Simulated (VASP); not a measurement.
# Zr (Fm-3m) in VASP: further runs

Zr is run at these levels: PBE; tasks: single point.

Everything below comes from runs of VASP 6.6.1. Logs are shortened: lines on timing, memory, paths and dates and some standing lists are left out, and cuts for length are marked.

### 1 The cell of the first run

It takes space group Fm-3m (No. 225, cubic). Conventional cell: a = 5.091 Å, b = 5.091 Å, c = 5.091 Å, α = 90.00°, β = 90.00°, γ = 90.00°. Within 4.7 Å of Zr (site symmetry m-3m) lie 12 Zr at 3.60 Å.

### 2 Single point, PBE

Input file INCAR:

```
SYSTEM = Zr
ALGO = Normal
EDIFF = 1E-7
ENCUT = 520
GGA = PE
ISIF = 2
ISMEAR = 1
LASPH = .TRUE.
LCHARG = .FALSE.
LREAL = .FALSE.
LWAVE = .FALSE.
NBANDS = 12
NELECT = 11.5
NELM = 100
PREC = Accurate
SIGMA = 0.51
```

Input file KPOINTS:

```
k-points
0
G
  10 10 10
  0 0 0
```

Input file POSCAR:

```
Zr
1.0
    0.0000000000      2.5454124971      2.5454124971
    2.5454124971      0.0000000000      2.5454124971
    2.5454124971      2.5454124971      0.0000000000
Zr
1
Direct
    0.0000000000      0.0000000000      0.0000000000
```

Potentials or basis: VASP PAW PBE potentials, release 64 (Zr_sv).

The run is started by

```console
$ cat potpaw_PBE.64/Zr_sv/POTCAR > POTCAR
$ mpirun -np 1 vasp_std > vasp.out
```

OUTCAR:

```text
SYSTEM = Zr
   EDIFF = 1E-7
   ENCUT = 520
   GGA = PE
   ISIF = 2
   ISMEAR = 1
   LASPH = .TRUE.
   LREAL = .FALSE.
   NELECT = 11.5
   NELM = 100
   PREC = Accurate

 ion  position               nearest neighbor table
   1  0.000  0.000  0.000-

  LATTYP: Found a face centered cubic cell.
 ALAT       =     5.0908249942

  Lattice vectors:

 A1 = (   0.0000000000,   2.5454124971,   2.5454124971)
 A2 = (   2.5454124971,   0.0000000000,   2.5454124971)
 A3 = (   2.5454124971,   2.5454124971,   0.0000000000)

Analysis of symmetry for initial positions (statically):
=====================================================================
 Subroutine PRICEL returns:
 Original cell was already a primitive cell.

 Routine SETGRP: Setting up the symmetry group for a
 face centered cubic supercell.

 Subroutine GETGRP returns: Found 48 space group operations
 (whereof 48 operations were pure point group operations)
 out of a pool of 48 trial point group operations.

The static configuration has the point symmetry O_h .

Analysis of symmetry for dynamics (positions and initial velocities):
=====================================================================
 Subroutine PRICEL returns:
 Original cell was already a primitive cell.

 Routine SETGRP: Setting up the symmetry group for a
 face centered cubic supercell.

 Subroutine GETGRP returns: Found 48 space group operations
 (whereof 48 operations were pure point group operations)
 out of a pool of 48 trial point group operations.

The dynamic configuration has the point symmetry O_h .

 Subroutine INISYM returns: Found 48 space group operations
 (whereof 48 operations are pure point group operations),
 and found     1 'primitive' translations

----------------------------------------------------------------------------------------

                                     Primitive cell

  volume of cell :      32.9841

  direct lattice vectors                    reciprocal lattice vectors
     0.000000000  2.545412497  2.545412497    -0.196431816  0.196431816  0.196431816
     2.545412497  0.000000000  2.545412497     0.196431816 -0.196431816  0.196431816
     2.545412497  2.545412497  0.000000000     0.196431816  0.196431816 -0.196431816

  length of vectors
     3.599756875  3.599756875  3.599756875     0.340229886  0.340229886  0.340229886

  position of ions in fractional coordinates (direct lattice)
     0.000000000  0.000000000  0.000000000

  ion indices of the primitive-cell ions
   primitive index   ion index
                 1           1

----------------------------------------------------------------------------------------

 KPOINTS: k-points

Automatic generation of k-mesh.
 Grid dimensions read from file:
 generate k-points for:   10   10   10

 Generating k-lattice:

  Cartesian coordinates                     Fractional coordinates (reciprocal lattice)
    -0.019643182  0.019643182  0.019643182     0.100000000  0.000000000  0.000000000
     0.019643182 -0.019643182  0.019643182     0.000000000  0.100000000  0.000000000
     0.019643182  0.019643182 -0.019643182     0.000000000  0.000000000  0.100000000

  Length of vectors
     0.034022989  0.034022989  0.034022989

  Shift w.r.t. Gamma in fractional coordinates (k-lattice)
     0.000000000  0.000000000  0.000000000

 Subroutine IBZKPT returns following result:
 ===========================================

 Found     47 irreducible k-points:

 Following reciprocal coordinates:
            Coordinates               Weight
  0.000000  0.000000  0.000000      1.000000
  0.100000  0.000000  0.000000      8.000000
  0.200000  0.000000  0.000000      8.000000
  0.300000  0.000000  0.000000      8.000000
  0.400000  0.000000  0.000000      8.000000
  0.500000  0.000000  0.000000      4.000000
[... 16 lines left out ...]
  0.300000  0.300000  0.000000      6.000000
  0.400000  0.300000  0.000000     24.000000
 [... further k-points ...]
   k-points           NKPTS =     47   k-points in BZ     NKDIM =     47   number of bands    NBANDS=     12
   number of dos      NEDOS =    301   number of ions     NIONS =      1
   total plane-waves  NPLWV =  21952
   dimension x,y,z NGX =    28 NGY =   28 NGZ =   28
   dimension x,y,z NGXF=    56 NGYF=   56 NGZF=   56
   ions per type =               1
   NGX,Y,Z   is equivalent  to a cutoff of  12.93, 12.93, 12.93 a.u.
   NGXF,Y,Z  is equivalent  to a cutoff of  25.86, 25.86, 25.86 a.u.
 SYSTEM =  Zr
   PREC   = accura    normal or accurate (medium, high low for compatibility)
   ISTART =      0    job   : 0-new  1-cont  2-samecut
   ICHARG =      2    charge: 1-file 2-atom 10-const
   ISPIN  =      1    spin polarized calculation?
   LNONCOLLINEAR =      F non collinear calculations
   LSORBIT =      F    spin-orbit coupling
   LASPH  =      T    aspherical Exc in radial PAW
   ENCUT  =  520.0 eV  38.22 Ry    6.18 a.u.   6.69  6.69  6.69*2*pi/ulx,y,z
   NELM   =    100;   NELMIN=  2; NELMDL= -5     # of ELM steps
   EDIFF  = 0.1E-06   stopping-criterion for ELM
   LREAL  =      F    real-space projection
   EDIFFG = 0.1E-05   stopping-criterion for IOM
   NSW    =      0    number of steps for IOM
   IBRION =     -1    ionic relax: 0-MD 1-quasi-New 2-CG
   NFREE  =      0    steps in history (QN), initial steepest desc. (CG)
   ISIF   =      2    stress and relaxation
   ISYM   =      2    0-nonsym 1-usesym 2-fastsym
   POTIM  = 0.5000    time-step for ionic-motion
   TEBEG  =    0.0;   TEEND  =   0.0 temperature during run
   PSTRESS=    0.0 pullay stress
   NELECT =      11.5000    total number of electrons
   NUPDOWN=      -1.0000    fix difference up-down
   EMIN   =  10.00;   EMAX   =-10.00  energy-range for DOS
   EFERMI =   0.00;   METHOD = LEGACY
   ISMEAR =     1;   SIGMA  =   0.51  broadening in eV -4-tet -1-fermi 0-gaus
   EFERMI_NEDOS =   21; number of points for ismear=-14 and -15
   IALGO  =     38    algorithm
   IMIX   =      4    mixing-type and parameters
     AMIX     =   0.40;   BMIX     =  1.00
     AMIX_MAG =   1.60;   BMIX_MAG =  1.00
  volume/ion in A,a.u.               =      32.98       222.59
  Fermi-wavevector in a.u.,A,eV,Ry     =   1.152230  2.177399 18.063565  1.327635
  Thomas-Fermi vector in A             =   2.288883
   LORBIT       =      0    0 simple, 1 ext, 2 COOP (PROOUT), +10 PAW based schemes
   GGA     = PE    functional components
   LHFCALC =     F    Hartree Fock is set to
   AEXX    =    0.0000 exact exchange contribution
   IVDW    =     0    specifies the selected vdW correction
   LEPSILON=     F    determine dielectric tensor
   LRPA    =     F    only Hartree local field effects (RPA)
 non-spin polarized calculation
 Methfessel and Paxton  Order N= 1 SIGMA  =   0.51
  energy-cutoff  :      520.00
  volume of cell :       32.98
 maximum number of plane-waves:       907
   NGX = 13   NGY = 13   NGZ = 13

 number of electron      11.5000000 magnetization

 Free energy of the ion-electron system (eV)
  ---------------------------------------------------
  ext. energy  EPLUGINS =         0.00000000
  ---------------------------------------------------
  free energy    TOTEN  =       -10.54670474 eV

  energy without entropy =      -10.53586513  energy(sigma->0) =      -10.54309154

 E-fermi :   5.4753     XC(G=0):  -9.3101

 val. band max:        5.4748393765   @ k =  -0.2000   0.2000   0.0000
 cond. band min:       5.4888021214   @ k =  -0.4000   0.4000   0.2000
 fundamental gap:      0.0139627448
 Fermi energy:         5.4752714992

 k-point     1 :       0.0000    0.0000    0.0000
  band No.  band energies     occupation
      1     -44.1973      2.00000
      2     -21.9573      2.00000
      3     -21.9573      2.00000
      4     -21.9573      2.00000
      5       1.1209      2.00000
      6       6.3665     -0.03306
      7       6.3665     -0.03306
      8       6.3665     -0.03306
      9       7.8047     -0.00000
     10       7.8047     -0.00000
     11      15.5490     -0.00000
     12      18.5069      0.00000

 k-point     2 :       0.1000    0.0000    0.0000
  band No.  band energies     occupation
      1     -44.1946      2.00000
      2     -21.9839      2.00000
      3     -21.9610      2.00000
      4     -21.9610      2.00000
      5       1.3412      2.00000
      6       6.2105     -0.06031
      7       6.4570     -0.02022
      8       6.4570     -0.02022
      9       7.7436     -0.00000
     10       7.7436     -0.00000
     11      15.9304      0.00000
     12      17.4547      0.00000

 k-point     3 :       0.2000    0.0000    0.0000
  band No.  band energies     occupation
      1     -44.1876      2.00000
      2     -22.0529      2.00000
      3     -21.9707      2.00000
      4     -21.9707      2.00000
      5       1.9532      2.00000
      6       5.8810      0.02224
      7       6.5967     -0.00798
      8       6.5967     -0.00798
      9       7.7345     -0.00000
     10       7.7345     -0.00000
     11      15.7785      0.00000
     12      16.6262      0.00000

 k-point     4 :       0.3000    0.0000    0.0000
  band No.  band energies     occupation
      1     -44.1788      2.00000
      2     -22.1370      2.00000
      3     -21.9827      2.00000
      4     -21.9827      2.00000
      5       2.7707      2.00000
      6       5.6772      0.38461
      7       6.5287     -0.01287
      8       6.5287     -0.01287
      9       8.0826     -0.00000
     10       8.0826     -0.00000
     11      14.0183     -0.00000
     12      16.3196      0.00000

 k-point     5 :       0.4000    0.0000    0.0000
  band No.  band energies     occupation
      1     -44.1717      2.00000
      2     -22.2042      2.00000
      3     -21.9923      2.00000
      4     -21.9923      2.00000
      5       3.3913      2.00000
      6       5.8971      0.00663
      7       6.3712     -0.03229
      8       6.3712     -0.03229
      9       8.5887     -0.00000
     10       8.5887     -0.00000
     11      12.3265     -0.00000
     12      15.5740     -0.00000

 k-point     6 :       0.5000    0.0000    0.0000
  band No.  band energies     occupation
      1     -44.1690      2.00000
      2     -22.2296      2.00000
      3     -21.9960      2.00000
      4     -21.9960      2.00000
      5       3.5690      2.00000
      6       6.2039     -0.06136
      7       6.3029     -0.04402
      8       6.3029     -0.04402
      9       8.8294     -0.00000
     10       8.8294     -0.00000
     11      11.5164     -0.00000
     12      15.2953     -0.00000

 k-point     7 :       0.1000    0.1000    0.0000
  band No.  band energies     occupation
      1     -44.1937      2.00000
      2     -21.9832      2.00000
      3     -21.9670      2.00000
      4     -21.9670      2.00000
      5       1.4146      2.00000
      6       6.1145     -0.07067
      7       6.5227     -0.01339
      8       6.5227     -0.01339
      9       7.5302     -0.00000
     10       7.8913     -0.00000
     11      16.0725      0.00000
     12      17.8584      0.00000

 k-point     8 :       0.2000    0.1000    0.0000
  band No.  band energies     occupation
      1     -44.1882      2.00000
      2     -22.0344      2.00000
      3     -21.9786      2.00000
      4     -21.9744      2.00000
      5       1.8985      2.00000
      6       5.8245      0.09114
      7       6.6614     -0.00487
      8       6.6992     -0.00358
      9       7.3497     -0.00000
     10       7.9776     -0.00000
     11      16.5216      0.00000
     12      16.7682      0.00000
[... 166 lines left out ...]
 k-point    20 :      -0.4000    0.2000    0.0000
  band No.  band energies     occupation
      1     -44.1653      2.00000
      2     -22.1944      2.00000
      3     -22.0638      2.00000
      4     -22.0098      2.00000
      5       4.2337      2.00309
      6       5.3831      1.30034
      7       5.9232     -0.01489
      8       6.8791     -0.00070
      9       8.5168     -0.00000
     10       9.9086     -0.00000
     11      11.5205     -0.00000
     12      15.2437     -0.00000

 k-point    21 :      -0.3000    0.2000    0.0000
  band No.  band energies     occupation
      1     -44.1691      2.00000
      2     -22.1654      2.00000
      3     -22.0605      2.00000
      4     -21.9961      2.00000
      5       3.9096      2.00013
      6       5.4655      1.03250
      7       5.8251      0.09033
      8       6.9289     -0.00042
      9       7.8650     -0.00000
     10       9.4977     -0.00000
     11      13.0524     -0.00000
     12      15.2151     -0.00000

 k-point    22 :      -0.2000    0.2000    0.0000
  band No.  band energies     occupation
      1     -44.1758      2.00000
      2     -22.1239      2.00000
      3     -22.0343      2.00000
      4     -21.9816      2.00000
      5       3.1441      2.00000
      6       5.4748      1.00143
      7       6.1994     -0.06204
      8       7.0919     -0.00007
      9       7.2535     -0.00001
     10       8.8723     -0.00000
     11      14.6162     -0.00000
     12      15.9718      0.00000

 k-point    23 :       0.3000    0.3000    0.0000
  band No.  band energies     occupation
      1     -44.1727      2.00000
      2     -22.1290      2.00000
      3     -22.0237      2.00000
      4     -22.0237      2.00000
      5       3.2681      2.00000
      6       4.9563      2.05373
      7       6.4147     -0.02574
      8       7.7263     -0.00000
      9       7.7263     -0.00000
     10       8.4422     -0.00000
     11      15.8976      0.00000
     12      15.8976      0.00000

 k-point    24 :       0.4000    0.3000    0.0000
  band No.  band energies     occupation
      1     -44.1671      2.00000
      2     -22.1655      2.00000
      3     -22.0435      2.00000
      4     -22.0351      2.00000
      5       3.7632      2.00002
      6       4.7836      2.06649
      7       6.2836     -0.04753
      8       7.8672     -0.00000
      9       8.4640     -0.00000
     10       8.7652     -0.00000
     11      14.0427     -0.00000
     12      15.1731     -0.00000

 [... further k-points ...]
[... 5 lines left out ...]
  --------------------------------------------------------------------------------------
  -------------------------------------------------------------------------------------
  Total       -7.6759978     -7.6759978     -7.6759978      0.0000000     -0.0000000      0.0000000
  in kB     -372.8558074   -372.8558074   -372.8558074      0.0000000     -0.0000000      0.0000000
  external PRESSURE =    -372.8558074 kB  Pullay stress =       0.0000000 kB

 VOLUME and BASIS-vectors are now :
 -----------------------------------------------------------------------------
  energy-cutoff  :      520.00
  volume of cell :       32.98
      direct lattice vectors                 reciprocal lattice vectors
     0.000000000  2.545412497  2.545412497    -0.196431816  0.196431816  0.196431816
     2.545412497  0.000000000  2.545412497     0.196431816 -0.196431816  0.196431816
     2.545412497  2.545412497  0.000000000     0.196431816  0.196431816 -0.196431816

 POSITION                                       TOTAL-FORCE (eV/Angst)
 -----------------------------------------------------------------------------------
      0.00000      0.00000      0.00000        -0.000000      0.000000     -0.000000
 -----------------------------------------------------------------------------------
    total drift:                               -0.000000     -0.000000     -0.000000

  FREE ENERGIE OF THE ION-ELECTRON SYSTEM (eV)
  ---------------------------------------------------
  free  energy   TOTEN  =       -10.5467047423 eV

  energy  without entropy=      -10.5358651294  energy(sigma->0) =      -10.54309154
```

Wall time 23 s (1 thread of Intel Xeon 6975P-C, shared host); peak memory 0.16 GiB.

What came out:

```
Free energy : -10.5467 eV
```

Caveat: the cell carries a net charge on a neutralising background, which shifts energy and pressure; the cell is charged against a uniform background, so pressure and absolute levels hang on convention.

### 3 Single point, PBE, collinear spin, ferromagnetic start

This run uses another cell than the first one, of 23.23 Å³/atom, 0.704 times its volume.

Input file INCAR:

```
SYSTEM = Zr
ALGO = Normal
EDIFF = 1E-6
ENCUT = 520
GGA = PE
ISIF = 2
ISMEAR = 0
ISPIN = 2
LASPH = .TRUE.
LCHARG = .FALSE.
LMAXMIX = 4
LORBIT = 11
LREAL = .FALSE.
LWAVE = .FALSE.
MAGMOM = 5.1
NBANDS = 16
NELM = 150
NUPDOWN = 6.0
PREC = Accurate
SIGMA = 0.1
```

Input file KPOINTS:

```
k-points
0
G
  8 8 8
  0 0 0
```

Input file POSCAR:

```
Zr
1.0
    0.0000000000      2.2646202716      2.2646202716
    2.2646202716      0.0000000000      2.2646202716
    2.2646202716      2.2646202716      0.0000000000
Zr
1
Direct
    0.7800000000      0.6940000000      0.5740000000
```

Potentials or basis: VASP PAW PBE potentials, release 64 (Zr_sv).

The run is started by

```console
$ cat potpaw_PBE.64/Zr_sv/POTCAR > POTCAR
$ mpirun -np 1 vasp_std > vasp.out
```

It took 21 s on 1 thread of Intel Xeon 6975P-C, shared host; peak memory 0.15 GiB.

Results (log left out):

* Free energy: 22.7798 eV
* Pressure: 34.9 GPa
* Net moment: 6.00 μB per cell
* Site moments: Zr +4.19 μB
* Valence electrons inside the program's atomic spheres: Zr 10.02

Caveat: the total moment is fixed, so each spin has its own Fermi level.

### 4 Single point, PBE

This run uses another cell than the first one, of 23.23 Å³/atom, 0.704 times its volume.

Input file INCAR:

```
SYSTEM = Zr
ALGO = Normal
EDIFF = 1E-6
ENCUT = 500
GGA = PE
GGA_COMPAT = .FALSE.
ISIF = 2
ISMEAR = -4
LASPH = .TRUE.
LCHARG = .FALSE.
LREAL = .FALSE.
LWAVE = .FALSE.
NBANDS = 12
NELM = 120
PREC = Accurate
SIGMA = 0.1
```

Input file KPOINTS:

```
k-points
0
G
  10 10 10
  0 0 0
```

POSCAR: that of step 3 with these lines changed.

```diff
@@ -8,2 +8,2 @@
 Direct
-    0.7800000000      0.6940000000      0.5740000000
+    0.0000000000      0.0000000000      0.0000000000
```

The run is started by

```console
$ cat potpaw_PBE.64/Zr_sv/POTCAR > POTCAR
$ mpirun -np 1 vasp_std > vasp.out
```

Run time: 11 s. Hardware: 1 thread of Intel Xeon Platinum 8259CL at 2.50GHz (Skylake/Cascade Lake), shared host; peak memory 0.14 GiB.

It converged, with:

```yaml
Free_energy: -8.4357 eV
Pressure: 0.4 GPa
Band_gap_on_the_k_mesh: zero (band 6 reaches 9.89 eV, above the bottom of band 7 at 8.63 eV)
```

Levels at points of the mesh, in eV from the Fermi level:
```csv
k point,band 2,band 3,band 4,band 5,band 6,band 7,band 8,band 9,band 10,band 11
"(0.00, 0.00, 0.00)",-26.23,-26.23,-26.23,-5.57,0.96,0.96,0.96,3.38,3.38,10.48
"(0.50, 0.00, 0.00)",-27.20,-26.36,-26.36,-2.96,0.79,0.79,1.10,5.16,5.16,9.54
"(0.50, 0.50, 0.00)",-27.14,-26.58,-26.58,-2.99,-2.20,2.99,5.17,5.67,5.67,9.79
```
